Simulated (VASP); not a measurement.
Runs of VASP 6.6.1 on PtAuC4N4. The structure is that of space group P-43m (No. 215), or close to it. The cells are those of the table. 

| task | spin | cell | cutoff (eV) | gap on the mesh (eV) | pressure (GPa) | largest force (eV/Å) |
| --- | --- | --- | --- | --- | --- | --- |
| relaxation of cell and atoms | off | relaxed from a = 5.883 Å, 10 atoms | 600 | none | -0.1 | 0.04 |
| single point | off | a = 6.113 Å, 10 atoms | 520 | none | (a) | (b) |
| single point | off | a = 5.883 Å, 10 atoms | 520 | none | 7.6 | 0.21 |
| single point | collinear, ferromagnetic start | a = 5.883 Å, 10 atoms | 520 | none | 7.7 | 0.19 |

Alike in all rows: level PBE; potentials or basis VASP PAW PBE potentials, release 64 (Pt, C, Au, N); k mesh 4 × 4 × 4; smearing gaussian 0.1 eV.

Task: Fill in the values left out.

Result: (a) 0.2; (b) 0.29.

Caveats: spin-orbit coupling is left out, which moves the levels of the heavy elements.

A k mesh can miss the band edges, and the runs leave out spin-orbit coupling on Au, Pt.

A gap of «none» marks levels without a gap at the run's occupations.
